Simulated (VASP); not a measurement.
LiCl:

```
CELL_PARAMETERS angstrom
0.00000 2.61507 2.61507
2.61507 0.00000 2.61507
2.61507 2.61507 0.00000
ATOMIC_POSITIONS crystal
Cl 0.50000 0.50000 0.50000
Li 0.00000 0.00000 0.00000
```

This cell differs from its parent crystal: volume scaled by 1.06.

Base run:

* Program: VASP 6.6.1
* Functional: PBEsol
* Potentials or basis: VASP PAW PBE potentials, release 64 (Cl, Li_sv)
* Cutoff: 520 eV
* k mesh: 9 × 9 × 9
* Occupations: fermi-dirac, width 0.05 eV
* Spin: no spin polarisation

Its results: band gap on the k mesh 5.82 eV, direct.

Problem. The run is repeated on the same cell with these changes: functional from PBEsol to r2SCAN. What comes out?

Solution. Band gap on the k mesh 6.96 eV, direct.

r2SCAN gives the wider gap, since meta-GGAs in the generalised Kohn-Sham scheme recover part of the derivative discontinuity.

A k mesh can miss the band edges.
